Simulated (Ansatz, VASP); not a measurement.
# Two plane-wave programs on SrO

INCAR

```
SYSTEM = SrO
PREC     = Accurate       ! precision mode
ENCUT    = 520            ! plane-wave cutoff, eV
EDIFF    = 1E-6           ! SCF threshold, eV
ISMEAR   = 0              ! smearing method
SIGMA    = 0.05           ! smearing width, eV
LREAL    = .FALSE.        ! projectors in reciprocal space
LASPH    = .TRUE.         ! aspherical terms in the spheres
NELM     = 80             ! most SCF steps
ALGO     = Normal         ! electronic algorithm
ISIF     = 2              ! what is computed and relaxed
LWAVE    = .FALSE.        ! write WAVECAR
LCHARG   = .FALSE.        ! write CHGCAR
NBANDS   = 24             ! bands
```

File KPOINTS:

```
regular mesh
0
G
  9 9 8
  0 0 0
```

POSCAR

```
SrO
1.0
    0.0000000000     -2.4688803779     -2.4688803779
   -2.4688803779      0.0000000000     -2.4688803779
    2.4688803779      2.4688803779     -4.9377607559
Sr O
2 2
Direct
   -0.0008166432     -0.0008166432     -0.0008166432
    0.4991833568      0.4991833568      0.4991833568
    0.7544724220      0.7544724220      0.7544724220
    0.2544724220      0.2544724220      0.2544724220
```

Input for Ansatz:

```yaml
crystal:
  lattice:
    - [0.0, -2.4688803779, -2.4688803779]
    - [-2.4688803779, 0.0, -2.4688803779]
    - [2.4688803779, 2.4688803779, -4.9377607559]
  atoms:
    - { symbol: Sr, position: [-0.0008166432, -0.0008166432, -0.0008166432] }
    - { symbol: Sr, position: [0.4991833568, 0.4991833568, 0.4991833568] }
    - { symbol: O, position: [0.754472422, 0.754472422, 0.754472422] }
    - { symbol: O, position: [0.254472422, 0.254472422, 0.254472422] }
basis:
  ecutwfc: 520.0
kpoints:
  mp_grid: { grid: [9, 9, 8] }
hamiltonian:
  xc: lda
  pseudopotentials: { kind: paw }
scf:
  occupations: { method: gaussian, width: 0.05 }
output:
  forces: true
  stress: true
  eigenvalues: true
```

Change from the starting cell: mode 8 frozen in at -0.045 Å, equal normal strain along x, y and z -0.0250.

Alike in both runs: task single point; functional LDA; k mesh 9 × 9 × 8; occupations gaussian, width 0.05 eV; no spin polarisation.

```csv
,VASP,Ansatz
version,VASP 6.6.1,Ansatz 0.2.0
potentials or method,"VASP PAW LDA potentials, release 64 (Sr_sv, O), cutoff 520 eV","scalar-relativistic, plane waves, PAW"
valence electrons in the cell,32,32
```

Ansatz gave:

```
gap on the k mesh at the Fermi level (eV)                     : 3.10
least direct gap on the mesh (eV)                             : 3.10
pressure (GPa)                                                : 9.5
traceless stress, the component that is largest in VASP (GPa) : 0.35
rms of the force components (eV/Å)                            : 0.105
```

**Question.** Estimate VASP's values.

**Answer.** gap on the k mesh at the Fermi level (eV): 3.04; least direct gap on the mesh (eV): 3.04; pressure (GPa): 10.7; traceless stress, the component that is largest in VASP (GPa): 0.37; rms of the force components (eV/Å): 0.112.

LDA's correlation is that of Perdew and Zunger in VASP and of Perdew and Wang (1992) in Ansatz. Atom by atom the forces differ by 0.007 eV/Å (rms over components).
